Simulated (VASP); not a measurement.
# GaP (F-43m) in VASP: further runs

Runs on GaP. Level: PBE. Tasks: G0W0 quasiparticle levels.

Everything below comes from runs of VASP 6.6.1. Logs are shortened: lines on timing, memory, paths and dates and some standing lists are left out, and cuts for length are marked.

## Step 1: The cell of the first run

Symmetry: F-43m, No. 216, cubic system. The conventional cell has a = 5.451 Å, b = 5.451 Å, c = 5.451 Å, α = 90.00°, β = 90.00°, γ = 90.00°. Within 3.1 Å of Ga (site symmetry -43m) lie 4 P at 2.36 Å. P (site symmetry -43m) has 4 Ga at 2.36 Å within 3.1 Å.

## Step 2: G0W0 quasiparticle levels, PBE

POSCAR

```
GaP
1.0
    0.0000000000      2.7253992985      2.7253992985
    2.7253992985      0.0000000000      2.7253992985
    2.7253992985      2.7253992985      0.0000000000
Ga P
1 1
Direct
    0.0000000000      0.0000000000      0.0000000000
    0.2500000000      0.2500000000      0.2500000000
```

INCAR.step1

```
SYSTEM = GaP
PREC = Accurate ; ENCUT = 500
EDIFF = 1E-8 ; ISMEAR = 0
SIGMA = 0.01 ; LREAL = .False.
LASPH = .True. ; NELM = 100
ALGO = Normal ; LWAVE = .True.
LCHARG = .False. ; GGA = PE
```

INCAR.step2

```
SYSTEM = GaP
PREC = Accurate ; ENCUT = 500
EDIFF = 1E-8 ; ISMEAR = 0
SIGMA = 0.01 ; LREAL = .False.
LASPH = .True. ; NELM = 1
ALGO = Exact ; LWAVE = .True.
LCHARG = .False. ; GGA = PE
NBANDS = 74 ; LOPTICS = .True.
ISTART = 1
```

INCAR.step3

```
SYSTEM = GaP
PREC = Accurate ; ENCUT = 500
EDIFF = 1E-8 ; ISMEAR = 0
SIGMA = 0.01 ; LREAL = .False.
LASPH = .True. ; ALGO = EVGW0
LWAVE = .False. ; LCHARG = .False.
GGA = PE ; NELMGW = 1
NBANDS = 74 ; ENCUTGW = 80.0
NOMEGA = 96 ; PRECFOCK = Fast
ISTART = 1 ; NBANDSGW = 17
OMEGAMAX = 20
```

KPOINTS

```
Automatic mesh
0
Gamma
  4 4 4
  0 0 0
```

Potentials or basis: VASP PAW PBE potentials, release 64 (Ga_d_GW, P_GW).

Launch:

```sh
$ cat potpaw_PBE.64/Ga_d_GW/POTCAR potpaw_PBE.64/P_GW/POTCAR > POTCAR
$ cp INCAR.step1 INCAR
$ mpirun -np 1 vasp_std > vasp.out
$ cp INCAR.step2 INCAR
$ mpirun -np 1 vasp_std > vasp.out
$ cp INCAR.step3 INCAR
$ mpirun -np 1 vasp_std > vasp.out
```

OUTCAR:

```text
SYSTEM = GaP
   PREC = Accurate
   ENCUT = 500
   EDIFF = 1E-8
   ISMEAR = 0
   LREAL = .False.
   LASPH = .True.
   GGA = PE
   NELMGW = 1
   ENCUTGW = 80.0
   PRECFOCK = Fast
   ISTART = 1

 ion  position               nearest neighbor table
   1  0.000  0.000  0.000-   2 2.36   2 2.36   2 2.36   2 2.36
   2  0.250  0.250  0.250-   1 2.36   1 2.36   1 2.36   1 2.36

  LATTYP: Found a face centered cubic cell.
 ALAT       =     5.4507985970

  Lattice vectors:

 A1 = (   0.0000000000,   2.7253992985,   2.7253992985)
 A2 = (   2.7253992985,   0.0000000000,   2.7253992985)
 A3 = (   2.7253992985,   2.7253992985,   0.0000000000)

Analysis of symmetry for initial positions (statically):
=====================================================================
 Subroutine PRICEL returns:
 Original cell was already a primitive cell.

 Routine SETGRP: Setting up the symmetry group for a
 face centered cubic supercell.

 Subroutine GETGRP returns: Found 24 space group operations
 (whereof 24 operations were pure point group operations)
 out of a pool of 48 trial point group operations.

The static configuration has the point symmetry T_d .

Analysis of symmetry for dynamics (positions and initial velocities):
=====================================================================
 Subroutine PRICEL returns:
 Original cell was already a primitive cell.

 Routine SETGRP: Setting up the symmetry group for a
 face centered cubic supercell.

 Subroutine GETGRP returns: Found 24 space group operations
 (whereof 24 operations were pure point group operations)
 out of a pool of 48 trial point group operations.

The dynamic configuration has the point symmetry T_d .

 Subroutine INISYM returns: Found 24 space group operations
 (whereof 24 operations are pure point group operations),
 and found     1 'primitive' translations

----------------------------------------------------------------------------------------

                                     Primitive cell

  volume of cell :      40.4874

  direct lattice vectors                    reciprocal lattice vectors
     0.000000000  2.725399299  2.725399299    -0.183459356  0.183459356  0.183459356
     2.725399299  0.000000000  2.725399299     0.183459356 -0.183459356  0.183459356
     2.725399299  2.725399299  0.000000000     0.183459356  0.183459356 -0.183459356

  length of vectors
     3.854296651  3.854296651  3.854296651     0.317760926  0.317760926  0.317760926

  position of ions in fractional coordinates (direct lattice)
     0.000000000  0.000000000  0.000000000
     0.250000000  0.250000000  0.250000000

  ion indices of the primitive-cell ions
   primitive index   ion index
                 1           1
                 2           2

----------------------------------------------------------------------------------------

 KPOINTS: Automatic mesh

Automatic generation of k-mesh.
 Grid dimensions read from file:
 generate k-points for:    4    4    4

 Generating k-lattice:

  Cartesian coordinates                     Fractional coordinates (reciprocal lattice)
    -0.045864839  0.045864839  0.045864839     0.250000000  0.000000000  0.000000000
     0.045864839 -0.045864839  0.045864839     0.000000000  0.250000000  0.000000000
     0.045864839  0.045864839 -0.045864839     0.000000000  0.000000000  0.250000000

  Length of vectors
     0.079440231  0.079440231  0.079440231

  Shift w.r.t. Gamma in fractional coordinates (k-lattice)
     0.000000000  0.000000000  0.000000000

 Subroutine IBZKPT returns following result:
 ===========================================

 Found      8 irreducible k-points:

 Following reciprocal coordinates:
            Coordinates               Weight
  0.000000  0.000000  0.000000      1.000000
  0.250000  0.000000  0.000000      8.000000
  0.500000  0.000000  0.000000      4.000000
  0.250000  0.250000  0.000000      6.000000
  0.500000  0.250000  0.000000     24.000000
 -0.250000  0.250000  0.000000     12.000000
  0.500000  0.500000  0.000000      3.000000
 -0.250000  0.500000  0.250000      6.000000
   k-points           NKPTS =      8   k-points in BZ     NKDIM =     64   number of bands    NBANDS=     74
   number of dos      NEDOS =    301   number of ions     NIONS =      2
   total plane-waves  NPLWV =  21952
   dimension x,y,z NGX =    28 NGY =   28 NGZ =   28
   dimension x,y,z NGXF=    56 NGYF=   56 NGZF=   56
   ions per type =               1   1
   NGX,Y,Z   is equivalent  to a cutoff of  12.08, 12.08, 12.08 a.u.
   NGXF,Y,Z  is equivalent  to a cutoff of  24.15, 24.15, 24.15 a.u.
 SYSTEM =  GaP
   PREC   = accura    normal or accurate (medium, high low for compatibility)
   ISTART =      1    job   : 0-new  1-cont  2-samecut
   ICHARG =      0    charge: 1-file 2-atom 10-const
   ISPIN  =      1    spin polarized calculation?
   LNONCOLLINEAR =      F non collinear calculations
   LSORBIT =      F    spin-orbit coupling
   LASPH  =      T    aspherical Exc in radial PAW
   ENCUT  =  500.0 eV  36.75 Ry    6.06 a.u.   7.03  7.03  7.03*2*pi/ulx,y,z
   NELM   =     60;   NELMIN=  2; NELMDL=  0     # of ELM steps
   EDIFF  = 0.1E-07   stopping-criterion for ELM
   LREAL  =      F    real-space projection
   EDIFFG = 0.1E-06   stopping-criterion for IOM
   NSW    =      0    number of steps for IOM
   IBRION =     -1    ionic relax: 0-MD 1-quasi-New 2-CG
   NFREE  =      0    steps in history (QN), initial steepest desc. (CG)
   ISIF   =      0    stress and relaxation
   ISYM   =      3    0-nonsym 1-usesym 2-fastsym
   POTIM  = 0.5000    time-step for ionic-motion
   TEBEG  =    0.0;   TEEND  =   0.0 temperature during run
   PSTRESS=    0.0 pullay stress
   NELECT =      18.0000    total number of electrons
   NUPDOWN=      -1.0000    fix difference up-down
   EMIN   =  10.00;   EMAX   =-10.00  energy-range for DOS
   EFERMI =   0.00;   METHOD = LEGACY
   ISMEAR =     0;   SIGMA  =   0.01  broadening in eV -4-tet -1-fermi 0-gaus
   EFERMI_NEDOS =   21; number of points for ismear=-14 and -15
   IALGO  =     38    algorithm
   IMIX   =      4    mixing-type and parameters
     AMIX     =   0.40;   BMIX     =  1.00
     AMIX_MAG =   1.60;   BMIX_MAG =  1.00
  volume/ion in A,a.u.               =      20.24       136.61
  Fermi-wavevector in a.u.,A,eV,Ry     =   1.249469  2.361154 21.241049  1.561173
  Thomas-Fermi vector in A             =   2.383508
   LORBIT       =      0    0 simple, 1 ext, 2 COOP (PROOUT), +10 PAW based schemes
   GGA     = PE    functional components
   LHFCALC =     T    Hartree Fock is set to
   PRECFOCK=fast      Normal, Fast or Accurate (Low or Medium for compatibility)
   ENCUT4O =  -1.0   cutoff for four orbital integrals eV
   NKREDX  =     1    reduce k-point grid by
   NKREDY  =     1    reduce k-point grid by
   NKREDZ  =     1    reduce k-point grid by
   AEXX    =    1.0000 exact exchange contribution
   HFSCREEN=    0.0000 screening length (either q_TF or 0.3 A-1)
   HFSCREENC=   0.0000 screening length for correlation (either q_TF or 0.3 A-1)
   ENCUTFOCK=  -1.0 apply spherical cutoff to Coloumb kernel
   IVDW    =     0    specifies the selected vdW correction
   LEPSILON=     F    determine dielectric tensor
   LRPA    =     F    only Hartree local field effects (RPA)
   LRPAFORCE           =     F    calculate RPA forces
   ENCUTGW             =  80.0    cutoff for response function in eV
   ENCUTGWSOFT         =  64.0    soft cutoff for Coulomb kernel in GW response function in eV
   ENCUTLF             =  -1.0    cutoff for local field effects
   NELMGW              =     1    number of iterations in solving QP/BSE equation
   NELMHF              =     1    number of iterations in the inner HF iteration
   NKREDLFX            =     1    NKREDLFY  =   1   NKREDLFZ  =   1
 non-spin polarized calculation
 Gauss-broadening in eV      SIGMA  =   0.01
  energy-cutoff  :      500.00
  volume of cell :       40.49
 maximum number of plane-waves:      1056
  NGX = 16; NGY = 16; NGZ = 16
   NGX = 13   NGY = 13   NGZ = 13
 maximum number of plane-waves:        70
 NGX is ok and might be reduce to    14

 QP shifts <psi_nk| G(iteration)W_0 |psi_nk>: iteration 1
 for sc-GW calculations column KS-energies equals QP-energies in previous step
 and V_xc(KS)=  KS-energies - (<T + V_ion + V_H > + <T+V_H+V_ion>^1  + <V_x>^1)

 k-point   1 :       0.0000    0.0000    0.0000
  band No.  KS-energies  QP-energies   sigma(KS)   V_xc(KS)     V^pw_x(r,r')   Z            occupation Imag(sigma)

      1     -10.1884     -13.2128     -26.0639     -21.6816     -35.0056       0.6901       2.0000       0.1854
      2     -10.1884     -13.2128     -26.0639     -21.6816     -35.0056       0.6901       2.0000       0.1854
      3     -10.1884     -13.2128     -26.0639     -21.6816     -35.0056       0.6901       2.0000       0.1854
      4     -10.0904     -13.1602     -26.2368     -21.8041     -35.1390       0.6925       2.0000       0.1524
      5     -10.0904     -13.1602     -26.2368     -21.8041     -35.1390       0.6925       2.0000       0.1524
      6      -8.0954      -8.4127     -11.8559     -11.3612     -18.6674       0.6414       2.0000       0.9856
[... 9 lines left out ...]
     16      14.1087      14.4868     -10.3220     -10.8308      -5.0048       0.7431       0.0000      -0.2320
     17      16.8211      16.7584      -8.3069      -8.2234      -2.4418       0.7502       0.0000      -0.4611

 k-point   2 :       0.2500    0.0000    0.0000
  band No.  KS-energies  QP-energies   sigma(KS)   V_xc(KS)     V^pw_x(r,r')   Z            occupation Imag(sigma)

      1     -10.2316     -13.1828     -25.7485     -21.4601     -34.6777       0.6882       2.0000       0.2050
      2     -10.1741     -13.2023     -26.0974     -21.7089     -35.0393       0.6900       2.0000       0.1835
      3     -10.1741     -13.2023     -26.0974     -21.7089     -35.0393       0.6900       2.0000       0.1835
      4     -10.0896     -13.1633     -26.2378     -21.8062     -35.1436       0.6936       2.0000       0.1521
      5     -10.0896     -13.1633     -26.2378     -21.8062     -35.1436       0.6936       2.0000       0.1521
      6      -7.3198      -7.6860     -12.2714     -11.7327     -18.8630       0.6799       2.0000       0.9337
[... 9 lines left out ...]
     16      14.3144      14.2442      -7.9974      -7.9047      -2.4757       0.7567       0.0000      -0.3087
     17      17.4791      17.6067      -8.9040      -9.0747      -2.9312       0.7472       0.0000      -0.5246

 k-point   3 :       0.5000    0.0000    0.0000
  band No.  KS-energies  QP-energies   sigma(KS)   V_xc(KS)     V^pw_x(r,r')   Z            occupation Imag(sigma)
[... 85 lines left out ...]
      1     -10.3043     -13.1894     -25.5217     -21.3051     -34.4546       0.6842       2.0000       0.2211
      2     -10.1263     -13.1631     -26.1038     -21.6999     -34.9982       0.6896       2.0000       0.1589
      3     -10.1242     -13.1955     -26.2261     -21.8133     -35.1754       0.6960       2.0000       0.1798
      4     -10.1242     -13.1955     -26.2261     -21.8133     -35.1754       0.6960       2.0000       0.1798
      5     -10.0692     -13.1605     -26.2780     -21.8450     -35.1948       0.6973       2.0000       0.1496
      6      -5.1227      -5.4453     -13.1447     -12.6749     -19.1286       0.6867       2.0000       0.6726
[... 9 lines left out ...]
     16      17.2922      17.6329     -10.6228     -11.0734      -4.6428       0.7560       0.0000      -0.5427
     17      17.2922      17.6329     -10.6228     -11.0734      -4.6428       0.7560       0.0000      -0.5427

 k-point   8 :      -0.2500    0.5000    0.2500
  band No.  KS-energies  QP-energies   sigma(KS)   V_xc(KS)     V^pw_x(r,r')   Z            occupation Imag(sigma)

      1     -10.2852     -13.1667     -25.5338     -21.3227     -34.4732       0.6842       2.0000       0.2219
      2     -10.1508     -13.2050     -26.1643     -21.7573     -35.1036       0.6930       2.0000       0.1787
      3     -10.1297     -13.1837     -26.1797     -21.7755     -35.1210       0.6934       2.0000       0.1770
      4     -10.1058     -13.1631     -26.2010     -21.7779     -35.1081       0.6912       2.0000       0.1561
      5     -10.0821     -13.1553     -26.2427     -21.8144     -35.1538       0.6940       2.0000       0.1506
      6      -5.0301      -5.3681     -13.3395     -12.8510     -19.3210       0.6919       2.0000       0.6582
[... 9 lines left out ...]
     16      18.0434      18.5705     -10.4844     -11.1972      -4.0444       0.7394       0.0000      -0.6300
     17      18.2366      18.4535      -9.9377     -10.2271      -3.7256       0.7497       0.0000      -0.6350
```

Run time: 1.7 min. Hardware: 1 thread of Intel Xeon Platinum 8259CL at 2.50GHz (Skylake/Cascade Lake), shared host; peak memory 0.38 GiB.

What came out:

| Item | Value |
| --- | --- |
| Quasiparticle gap | 1.97 eV |
| Least direct quasiparticle gap | 2.73 eV |
| Band gap of the starting levels on the mesh | 1.63 eV |
| Least direct gap of the starting levels on the mesh | 1.81 eV |

Caveat: the k points lie up to 0.50 Å⁻¹ apart; bands, screening cutoff and mesh are small and nothing is extrapolated, so the quasiparticle values aren't converged.

## Step 3: G0W0 quasiparticle levels, PBE

POSCAR is that of step 2.

INCAR.step1

```
PREC = Accurate
ENCUT = 500
EDIFF = 1E-8
ISMEAR = 0
SIGMA = 0.01
LREAL = False
LASPH = True
NELM = 80
ALGO = Normal
LWAVE = True
LCHARG = False
GGA = PE
```

INCAR.step2

```
PREC = Accurate
ENCUT = 500
EDIFF = 1E-8
ISMEAR = 0
SIGMA = 0.01
LREAL = False
LASPH = True
NELM = 1
ALGO = Exact
LWAVE = True
LCHARG = False
GGA = PE
NBANDS = 161
LOPTICS = True
ISTART = 1
```

INCAR.step3

```
PREC = Accurate
ENCUT = 500
EDIFF = 1E-8
ISMEAR = 0
SIGMA = 0.01
LREAL = False
LASPH = True
ALGO = EVGW0
LWAVE = False
LCHARG = False
GGA = PE
NELMGW = 1
NBANDS = 161
ENCUTGW = 140.0
NOMEGA = 96
PRECFOCK = Fast
ISTART = 1
NBANDSGW = 17
OMEGAMAX = 20
```

KPOINTS

```
Automatic mesh
0
Gamma
  4 4 4
```

Potentials or basis: VASP PAW PBE potentials, release 64 (Ga_d_GW, P_GW).

Launch:

```sh
$ cat potpaw_PBE.64/Ga_d_GW/POTCAR potpaw_PBE.64/P_GW/POTCAR > POTCAR
$ cp INCAR.step1 INCAR
$ mpirun -np 1 vasp_std > vasp.out
$ cp INCAR.step2 INCAR
$ mpirun -np 1 vasp_std > vasp.out
$ cp INCAR.step3 INCAR
$ mpirun -np 1 vasp_std > vasp.out
```

OUTCAR:

```text
PREC = Accurate
   ENCUT = 500
   EDIFF = 1E-8
   ISMEAR = 0
   LREAL = False
   LASPH = True
   GGA = PE
   NELMGW = 1
   ENCUTGW = 140.0
   PRECFOCK = Fast
   ISTART = 1

 ion  position               nearest neighbor table
   1  0.000  0.000  0.000-   2 2.36   2 2.36   2 2.36   2 2.36
   2  0.250  0.250  0.250-   1 2.36   1 2.36   1 2.36   1 2.36

  LATTYP: Found a face centered cubic cell.
 ALAT       =     5.4507985970

  Lattice vectors:

[... 152 lines left out ...]
   LRPAFORCE           =     F    calculate RPA forces
   ENCUTGW             = 140.0    cutoff for response function in eV
   ENCUTGWSOFT         = 112.0    soft cutoff for Coulomb kernel in GW response function in eV
   ENCUTLF             =  -1.0    cutoff for local field effects
   NELMGW              =     1    number of iterations in solving QP/BSE equation
   NELMHF              =     1    number of iterations in the inner HF iteration
   NKREDLFX            =     1    NKREDLFY  =   1   NKREDLFZ  =   1
 non-spin polarized calculation
 Gauss-broadening in eV      SIGMA  =   0.01
  energy-cutoff  :      500.00
  volume of cell :       40.49
 maximum number of plane-waves:      1056
  NGX = 16; NGY = 16; NGZ = 16
   NGX = 13   NGY = 13   NGZ = 13
 maximum number of plane-waves:       169

 QP shifts <psi_nk| G(iteration)W_0 |psi_nk>: iteration 1
 for sc-GW calculations column KS-energies equals QP-energies in previous step
 and V_xc(KS)=  KS-energies - (<T + V_ion + V_H > + <T+V_H+V_ion>^1  + <V_x>^1)

 k-point   1 :       0.0000    0.0000    0.0000
  band No.  KS-energies  QP-energies   sigma(KS)   V_xc(KS)     V^pw_x(r,r')   Z            occupation Imag(sigma)

      1     -10.1884     -12.5851     -25.1740     -21.6816     -35.0056       0.6863       2.0000       0.1733
      2     -10.1884     -12.5851     -25.1740     -21.6816     -35.0056       0.6863       2.0000       0.1733
      3     -10.1884     -12.5851     -25.1740     -21.6816     -35.0056       0.6863       2.0000       0.1733
      4     -10.0904     -12.5211     -25.3356     -21.8041     -35.1390       0.6883       2.0000       0.1417
      5     -10.0904     -12.5211     -25.3356     -21.8041     -35.1390       0.6883       2.0000       0.1417
      6      -8.0954      -8.5969     -12.1436     -11.3612     -18.6674       0.6410       2.0000       0.9649
[... 143 lines left out ...]
      3     -10.1297     -12.5455     -25.2801     -21.7755     -35.1210       0.6893       2.0000       0.1651
      4     -10.1058     -12.5260     -25.3004     -21.7779     -35.1081       0.6871       2.0000       0.1450
      5     -10.0821     -12.5136     -25.3400     -21.8144     -35.1538       0.6897       2.0000       0.1400
      6      -5.0301      -5.5641     -13.6240     -12.8510     -19.3210       0.6907       2.0000       0.6422
[... 9 lines left out ...]
     16      18.0434      18.3028     -10.8458     -11.1972      -4.0444       0.7380       0.0000      -0.6430
     17      18.2366      18.2610     -10.1945     -10.2271      -3.7256       0.7485       0.0000      -0.6371
```

OUTCAR.step1:

```text
PREC = Accurate
   ENCUT = 500
   EDIFF = 1E-8
   ISMEAR = 0
   LREAL = False
[... 330 lines left out ...]
      0.00000      0.00000      0.00000        -0.000000     -0.000000     -0.000000
      1.36270      1.36270      1.36270         0.000000      0.000000      0.000000
 -----------------------------------------------------------------------------------
    total drift:                                0.000011      0.000011      0.000011

  FREE ENERGIE OF THE ION-ELECTRON SYSTEM (eV)
  ---------------------------------------------------
  free  energy   TOTEN  =        -8.9588917336 eV

  energy  without entropy=       -8.9588917336  energy(sigma->0) =       -8.95889173
```

OUTCAR.step2:

```text
PREC = Accurate
   ENCUT = 500
   EDIFF = 1E-8
   ISMEAR = 0
   LREAL = False
[... 728 lines left out ...]
     0.00000    19.77914    19.77914    19.77914     0.00000     0.00000     0.00000
     1.74992    20.29500    20.29500    20.29500     0.00000     0.00000     0.00000
     3.49984    11.86548    11.86548    11.86548     0.00000     0.00000     0.00000
     5.24976    -0.79843    -0.79843    -0.79843    -0.00000    -0.00000    -0.00000
     6.99968    -5.51182    -5.51182    -5.51182    -0.00000    -0.00000     0.00000
     8.74960    -2.44964    -2.44964    -2.44964    -0.00000    -0.00000    -0.00000
[... 92 lines left out ...]
   171.49216     0.98072     0.98072     0.98072    -0.00000    -0.00000    -0.00000
   173.24208     0.98119     0.98119     0.98119    -0.00000    -0.00000    -0.00000
```

Run time: 98 s. Hardware: 1 thread of Intel Xeon 6975P-C (Granite Rapids), shared host; peak memory 0.42 GiB.

What came out:

| Quantity | Value |
| --- | --- |
| Quasiparticle gap | 2.11 eV |
| Least direct quasiparticle gap | 2.71 eV |
| Band gap of the starting levels on the mesh | 1.63 eV |
| Least direct gap of the starting levels on the mesh | 1.81 eV |

Caveat: the k points lie up to 0.50 Å⁻¹ apart; bands, screening cutoff and mesh are small and nothing is extrapolated, so the quasiparticle values aren't converged.
